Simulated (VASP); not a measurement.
# Sr2AlBO6 (Fm-3m) in VASP: single point with PBE

Aim: the single point of Sr2AlBO6 with PBE.

Everything below comes from runs of VASP 6.6.1. Logs are shortened: lines on timing, memory, paths and dates and some standing lists are left out, and cuts for length are marked.

## 1. The cell of the first run

It takes space group Fm-3m (No. 225, cubic). The conventional cell has a = 7.411 Å, b = 7.411 Å, c = 7.411 Å, α = 90.00°, β = 90.00°, γ = 90.00°. Sr (site symmetry -43m) has 12 O at 2.62 Å and 4 Al at 3.21 Å and 4 B at 3.21 Å within 3.5 Å. Within 2.6 Å of Al (site symmetry m-3m) lie 6 O at 1.95 Å. Within 2.3 Å of B (site symmetry m-3m) lie 6 O at 1.76 Å. O (site symmetry 4mm) has 1 B at 1.76 Å and 1 Al at 1.95 Å within 2.3 Å.

## 2. Single point, PBE, collinear spin, ferromagnetic start

INCAR

```
SYSTEM = Sr2AlBO6
PREC = Accurate
ENCUT = 520
EDIFF = 1E-6
ISMEAR = 0
SIGMA = 0.1
LREAL = .False.
LASPH = .True.
NELM = 150
ALGO = Normal
ISIF = 2
LWAVE = .False.
LCHARG = .False.
ISPIN = 2
MAGMOM = 0 0 0 0 0.24 0.24 0.24 0.24 0.24 0.24
LORBIT = 11
GGA = PE
NBANDS = 46
```

KPOINTS

```
regular mesh
0
Gamma
  10 10 10
  0 0 0
```

POSCAR

```
Sr2AlBO6
1.0
    0.0000000000      3.7054830255      3.7054830255
    3.7054830255      0.0000000000      3.7054830255
    3.7054830255      3.7054830255      0.0000000000
Sr Al B O
2 1 1 6
Direct
    0.2500000000      0.2500000000      0.2500000000
    0.7500000000      0.7500000000      0.7500000000
    0.0000000000      0.0000000000      0.0000000000
    0.5000000000      0.5000000000      0.5000000000
    0.7370155228      0.2629844772      0.2629844772
    0.2629844772      0.7370155228      0.2629844772
    0.2629844772      0.2629844772      0.7370155228
    0.2629844772      0.7370155228      0.7370155228
    0.7370155228      0.2629844772      0.7370155228
    0.7370155228      0.7370155228      0.2629844772
```

Potentials or basis: VASP PAW PBE potentials, release 64 (Sr_sv, Al, B, O).

Started as:

```console
cat potpaw_PBE.64/Sr_sv/POTCAR potpaw_PBE.64/Al/POTCAR potpaw_PBE.64/B/POTCAR potpaw_PBE.64/O/POTCAR > POTCAR
mpirun -np 1 vasp_std > vasp.out
```

OUTCAR:

```text
SYSTEM = Sr2AlBO6
   PREC = Accurate
   ENCUT = 520
   EDIFF = 1E-6
   ISMEAR = 0
   LREAL = .False.
   LASPH = .True.
   NELM = 150
   ISIF = 2
   ISPIN = 2
   LORBIT = 11
   GGA = PE

 ion  position               nearest neighbor table
   1  0.250  0.250  0.250-   5 2.62   6 2.62   7 2.62   7 2.62   8 2.62   9 2.62   6 2.62   8 2.62
                            10 2.62   5 2.62   9 2.62  10 2.62   3 3.21   4 3.21   3 3.21   3 3.21
   2  0.750  0.750  0.750-   6 2.62   7 2.62   8 2.62   5 2.62   7 2.62   9 2.62   5 2.62   6 2.62
                            10 2.62   8 2.62   9 2.62  10 2.62   4 3.21   3 3.21   4 3.21   4 3.21
   3  0.000  0.000  0.000-   5 1.95   6 1.95   7 1.95   8 1.95   9 1.95  10 1.95   1 3.21   2 3.21
                             2 3.21   2 3.21   2 3.21   1 3.21   1 3.21   1 3.21
   4  0.500  0.500  0.500-   5 1.76   6 1.76   7 1.76   8 1.76   9 1.76  10 1.76   1 3.21   2 3.21
                             1 3.21   1 3.21   1 3.21   2 3.21   2 3.21   2 3.21
   5  0.737  0.263  0.263-   4 1.76   3 1.95   1 2.62   1 2.62   2 2.62   2 2.62
   6  0.263  0.737  0.263-   4 1.76   3 1.95   1 2.62   1 2.62   2 2.62   2 2.62
   7  0.263  0.263  0.737-   4 1.76   3 1.95   1 2.62   1 2.62   2 2.62   2 2.62
   8  0.263  0.737  0.737-   4 1.76   3 1.95   2 2.62   1 2.62   1 2.62   2 2.62
   9  0.737  0.263  0.737-   4 1.76   3 1.95   2 2.62   1 2.62   1 2.62   2 2.62
  10  0.737  0.737  0.263-   4 1.76   3 1.95   2 2.62   1 2.62   1 2.62   2 2.62

  LATTYP: Found a face centered cubic cell.
 ALAT       =     7.4109660510

  Lattice vectors:

 A1 = (   0.0000000000,   3.7054830255,   3.7054830255)
 A2 = (   3.7054830255,   0.0000000000,   3.7054830255)
 A3 = (   3.7054830255,   3.7054830255,   0.0000000000)

Analysis of symmetry for initial positions (statically):
=====================================================================
 Subroutine PRICEL returns:
 Original cell was already a primitive cell.

 Routine SETGRP: Setting up the symmetry group for a
 face centered cubic supercell.

 Subroutine GETGRP returns: Found 48 space group operations
 (whereof 48 operations were pure point group operations)
 out of a pool of 48 trial point group operations.

The static configuration has the point symmetry O_h .

Analysis of symmetry for dynamics (positions and initial velocities):
=====================================================================
 Subroutine PRICEL returns:
 Original cell was already a primitive cell.

 Routine SETGRP: Setting up the symmetry group for a
 face centered cubic supercell.

 Subroutine GETGRP returns: Found 48 space group operations
 (whereof 48 operations were pure point group operations)
 out of a pool of 48 trial point group operations.

The dynamic configuration has the point symmetry O_h .

Analysis of structural, dynamic, and magnetic symmetry:
=====================================================================
 Subroutine PRICEL returns:
 Original cell was already a primitive cell.

 Routine SETGRP: Setting up the symmetry group for a
 face centered cubic supercell.

 Subroutine GETGRP returns: Found 48 space group operations
 (whereof 48 operations were pure point group operations)
 out of a pool of 48 trial point group operations.

The overall configuration has the point symmetry O_h .

 Subroutine INISYM returns: Found 48 space group operations
 (whereof 48 operations are pure point group operations),
 and found     1 'primitive' translations

----------------------------------------------------------------------------------------

                                     Primitive cell

  volume of cell :     101.7570

  direct lattice vectors                    reciprocal lattice vectors
     0.000000000  3.705483025  3.705483025    -0.134935175  0.134935175  0.134935175
     3.705483025  0.000000000  3.705483025     0.134935175 -0.134935175  0.134935175
     3.705483025  3.705483025  0.000000000     0.134935175  0.134935175 -0.134935175

  length of vectors
     5.240344350  5.240344350  5.240344350     0.233714579  0.233714579  0.233714579

  position of ions in fractional coordinates (direct lattice)
     0.250000000  0.250000000  0.250000000
     0.750000000  0.750000000  0.750000000
     0.000000000  0.000000000  0.000000000
     0.500000000  0.500000000  0.500000000
     0.737015523  0.262984477  0.262984477
     0.262984477  0.737015523  0.262984477
     0.262984477  0.262984477  0.737015523
     0.262984477  0.737015523  0.737015523
     0.737015523  0.262984477  0.737015523
     0.737015523  0.737015523  0.262984477

  ion indices of the primitive-cell ions
   primitive index   ion index
                 1           1
                 2           2
                 3           3
                 4           4
                 5           5
                 6           6
                 7           7
                 8           8
                 9           9
                10          10

----------------------------------------------------------------------------------------

 KPOINTS: regular mesh

Automatic generation of k-mesh.
 Grid dimensions read from file:
 generate k-points for:   10   10   10

 Generating k-lattice:

  Cartesian coordinates                     Fractional coordinates (reciprocal lattice)
    -0.013493517  0.013493517  0.013493517     0.100000000  0.000000000  0.000000000
     0.013493517 -0.013493517  0.013493517     0.000000000  0.100000000  0.000000000
     0.013493517  0.013493517 -0.013493517     0.000000000  0.000000000  0.100000000

  Length of vectors
     0.023371458  0.023371458  0.023371458

  Shift w.r.t. Gamma in fractional coordinates (k-lattice)
     0.000000000  0.000000000  0.000000000

 Subroutine IBZKPT returns following result:
 ===========================================

 Found     47 irreducible k-points:

 Following reciprocal coordinates:
            Coordinates               Weight
  0.000000  0.000000  0.000000      1.000000
  0.100000  0.000000  0.000000      8.000000
  0.200000  0.000000  0.000000      8.000000
  0.300000  0.000000  0.000000      8.000000
  0.400000  0.000000  0.000000      8.000000
  0.500000  0.000000  0.000000      4.000000
[... 16 lines left out ...]
  0.300000  0.300000  0.000000      6.000000
  0.400000  0.300000  0.000000     24.000000
 [... further k-points ...]
   k-points           NKPTS =     47   k-points in BZ     NKDIM =     47   number of bands    NBANDS=     46
   number of dos      NEDOS =    301   number of ions     NIONS =     10
   total plane-waves  NPLWV =  64000
   dimension x,y,z NGX =    40 NGY =   40 NGZ =   40
   dimension x,y,z NGXF=    80 NGYF=   80 NGZF=   80
   ions per type =               2   1   1   6
   NGX,Y,Z   is equivalent  to a cutoff of  12.69, 12.69, 12.69 a.u.
   NGXF,Y,Z  is equivalent  to a cutoff of  25.38, 25.38, 25.38 a.u.
 SYSTEM =  Sr2AlBO6
   PREC   = accura    normal or accurate (medium, high low for compatibility)
   ISTART =      0    job   : 0-new  1-cont  2-samecut
   ICHARG =      2    charge: 1-file 2-atom 10-const
   ISPIN  =      2    spin polarized calculation?
   LNONCOLLINEAR =      F non collinear calculations
   LSORBIT =      F    spin-orbit coupling
   LASPH  =      T    aspherical Exc in radial PAW
   ENCUT  =  520.0 eV  38.22 Ry    6.18 a.u.   9.74  9.74  9.74*2*pi/ulx,y,z
   NELM   =    150;   NELMIN=  2; NELMDL= -5     # of ELM steps
   EDIFF  = 0.1E-05   stopping-criterion for ELM
   LREAL  =      F    real-space projection
   EDIFFG = 0.1E-04   stopping-criterion for IOM
   NSW    =      0    number of steps for IOM
   IBRION =     -1    ionic relax: 0-MD 1-quasi-New 2-CG
   NFREE  =      0    steps in history (QN), initial steepest desc. (CG)
   ISIF   =      2    stress and relaxation
   ISYM   =      2    0-nonsym 1-usesym 2-fastsym
   POTIM  = 0.5000    time-step for ionic-motion
   TEBEG  =    0.0;   TEEND  =   0.0 temperature during run
   PSTRESS=    0.0 pullay stress
   NELECT =      62.0000    total number of electrons
   NUPDOWN=      -1.0000    fix difference up-down
   EMIN   =  10.00;   EMAX   =-10.00  energy-range for DOS
   EFERMI =   0.00;   METHOD = LEGACY
   ISMEAR =     0;   SIGMA  =   0.10  broadening in eV -4-tet -1-fermi 0-gaus
   EFERMI_NEDOS =   21; number of points for ismear=-14 and -15
   IALGO  =     38    algorithm
   IMIX   =      4    mixing-type and parameters
     AMIX     =   0.40;   BMIX     =  1.00
     AMIX_MAG =   1.60;   BMIX_MAG =  1.00
  volume/ion in A,a.u.               =      10.18        68.67
  Fermi-wavevector in a.u.,A,eV,Ry     =   1.387876  2.622705 26.207527  1.926199
  Thomas-Fermi vector in A             =   2.512055
   LORBIT       =     11    0 simple, 1 ext, 2 COOP (PROOUT), +10 PAW based schemes
   GGA     = PE    functional components
   LHFCALC =     F    Hartree Fock is set to
   AEXX    =    0.0000 exact exchange contribution
   IVDW    =     0    specifies the selected vdW correction
   LEPSILON=     F    determine dielectric tensor
   LRPA    =     F    only Hartree local field effects (RPA)
 spin polarized calculation
 Gauss-broadening in eV      SIGMA  =   0.10
  energy-cutoff  :      520.00
  volume of cell :      101.76
 maximum number of plane-waves:      2764
   NGX = 19   NGY = 19   NGZ = 19

 number of electron      61.9999996 magnetization       1.5252851

 Free energy of the ion-electron system (eV)
  ---------------------------------------------------
  ext. energy  EPLUGINS =         0.00000000
  ---------------------------------------------------
  free energy    TOTEN  =       -64.01015077 eV

  energy without entropy =      -63.98136970  energy(sigma->0) =      -63.99576024

 E-fermi :   3.8355     XC(G=0): -11.5483

 val. band max:        3.8304803595   @ k =   0.2000   0.1000   0.0000
 cond. band min:       3.8423071005   @ k =  -0.3000   0.4000   0.2000
 fundamental gap:      0.0118267410
 Fermi energy:         3.8354886166

 spin component 1

 k-point     1 :       0.0000    0.0000    0.0000
  band No.  band energies     occupation
      1     -27.9535      1.00000
      2     -27.8165      1.00000
      3     -15.0008      1.00000
      4     -13.2674      1.00000
      5     -13.2674      1.00000
      6     -13.2674      1.00000
[... 1093 lines left out ...]
     42      14.0607      0.00000
     43      14.1026      0.00000

 [... further k-points ...]

 spin component 2

 k-point     1 :       0.0000    0.0000    0.0000
  band No.  band energies     occupation
      1     -27.9537      1.00000
      2     -27.8182      1.00000
      3     -14.6796      1.00000
      4     -12.8856      1.00000
      5     -12.8856      1.00000
      6     -12.8856      1.00000
[... 1093 lines left out ...]
     42      14.1422      0.00000
     43      14.1625      0.00000

 [... further k-points ...]

 [bands above 43 left out]

------------------------ aborting loop because EDIFF is reached ----------------------------------------

  FORCE on cell =-STRESS in cart. coord.  units (eV):
  Direction    XX          YY          ZZ          XY          YZ          ZX
  --------------------------------------------------------------------------------------
  -------------------------------------------------------------------------------------
  Total        0.3465538      0.3465538      0.3465538      0.0000000      0.0000000      0.0000000
  in kB        5.4565325      5.4565325      5.4565325      0.0000000      0.0000000      0.0000000
  external PRESSURE =       5.4565325 kB  Pullay stress =       0.0000000 kB

 VOLUME and BASIS-vectors are now :
 -----------------------------------------------------------------------------
  energy-cutoff  :      520.00
  volume of cell :      101.76
      direct lattice vectors                 reciprocal lattice vectors
     0.000000000  3.705483025  3.705483025    -0.134935175  0.134935175  0.134935175
     3.705483025  0.000000000  3.705483025     0.134935175 -0.134935175  0.134935175
     3.705483025  3.705483025  0.000000000     0.134935175  0.134935175 -0.134935175

 POSITION                                       TOTAL-FORCE (eV/Angst)
 -----------------------------------------------------------------------------------
      1.85274      1.85274      1.85274        -0.000000      0.000000      0.000000
      5.55822      5.55822      5.55822        -0.000000      0.000000      0.000000
      0.00000      0.00000      0.00000        -0.000000      0.000000      0.000000
      3.70548      3.70548      3.70548        -0.000000      0.000000      0.000000
      1.94897      3.70548      3.70548         0.004738      0.000000      0.000000
      3.70548      1.94897      3.70548        -0.000000      0.004738      0.000000
      3.70548      3.70548      1.94897        -0.000000      0.000000      0.004738
      5.46200      3.70548      3.70548        -0.004738      0.000000      0.000000
      3.70548      5.46200      3.70548        -0.000000     -0.004738      0.000000
      3.70548      3.70548      5.46200        -0.000000      0.000000     -0.004738
 -----------------------------------------------------------------------------------
    total drift:                               -0.000000     -0.000000     -0.000000

  FREE ENERGIE OF THE ION-ELECTRON SYSTEM (eV)
  ---------------------------------------------------
  free  energy   TOTEN  =       -64.0101507730 eV

  energy  without entropy=      -63.9813697029  energy(sigma->0) =      -63.99576024

 total charge

# of ion       s       p       d       tot
------------------------------------------
    1        2.008   5.830   0.265   8.102
    2        2.008   5.830   0.265   8.102
    3        0.293   0.357   0.000   0.650
    4        0.508   0.860   0.000   1.368
    5        1.566   3.448   0.000   5.013
    6        1.566   3.448   0.000   5.013
    7        1.566   3.448   0.000   5.013
    8        1.566   3.448   0.000   5.013
    9        1.566   3.448   0.000   5.013
   10        1.566   3.448   0.000   5.013
--------------------------------------------------
tot         14.211  33.561   0.529  48.301

 magnetization (x)

# of ion       s       p       d       tot
------------------------------------------
    1       -0.001   0.002  -0.004  -0.004
    2       -0.001   0.002  -0.004  -0.004
    3       -0.004  -0.005   0.000  -0.008
    4       -0.006  -0.012   0.000  -0.017
    5        0.003   0.221   0.000   0.224
    6        0.003   0.221   0.000   0.224
    7        0.003   0.221   0.000   0.224
    8        0.003   0.221   0.000   0.224
    9        0.003   0.221   0.000   0.224
   10        0.003   0.221   0.000   0.224
--------------------------------------------------
tot          0.007   1.310  -0.008   1.309
```

It took 13 min on 1 thread of Intel Xeon 8259CL, shared host; peak memory 0.51 GiB.

Results:

```yaml
Free_energy: -64.0102 eV
Pressure: 0.5 GPa
Largest_force: 0.005 eV/Å
Net_moment: 1.53 μB per cell
Site_moments: Sr -0.00; Al -0.01; B -0.02; O +0.22 μB
Valence_electrons_inside_the_program's_atomic_spheres: Sr 8.10; Al 0.65; B 1.37; O 5.01
```

Forces in eV/Å, atoms in the order of the input:
```
Sr   0.000  0.000  0.000
Sr   0.000  0.000  0.000
Al   0.000  0.000  0.000
B    0.000  0.000  0.000
O    0.005  0.000  0.000
O    0.000  0.005  0.000
O    0.000  0.000  0.005
O   -0.005  0.000  0.000
O    0.000 -0.005  0.000
O    0.000  0.000 -0.005
```

Levels at points of the mesh, in eV from the Fermi level:
Spin up:
| k point | band 28 | band 29 | band 30 | band 31 | band 32 | band 33 | band 34 | band 35 | band 36 | band 37 |
| --- | --- | --- | --- | --- | --- | --- | --- | --- | --- | --- |
| (0.00, 0.00, 0.00) | -0.34 | -0.34 | 0.18 | 0.18 | 0.18 | 4.68 | 6.15 | 6.15 | 7.29 | 7.29 |
| (0.50, 0.00, 0.00) | -0.56 | -0.56 | -0.40 | -0.33 | -0.33 | 6.70 | 7.34 | 8.28 | 8.28 | 8.52 |
| (0.50, 0.50, 0.00) | -1.49 | -1.21 | -1.04 | -1.04 | 0.07 | 7.61 | 8.31 | 8.69 | 9.25 | 9.28 |
Spin down:
```csv
k point,band 27,band 28,band 29,band 30,band 31,band 32,band 33,band 34
"(0.00, 0.00, 0.00)",0.08,0.08,0.08,0.70,0.70,0.70,4.76,6.15
"(0.50, 0.00, 0.00)",-0.18,-0.13,-0.13,0.10,0.10,0.10,6.76,7.42
"(0.50, 0.50, 0.00)",-1.06,-1.06,-0.97,-0.65,-0.65,0.58,7.71,8.44
```
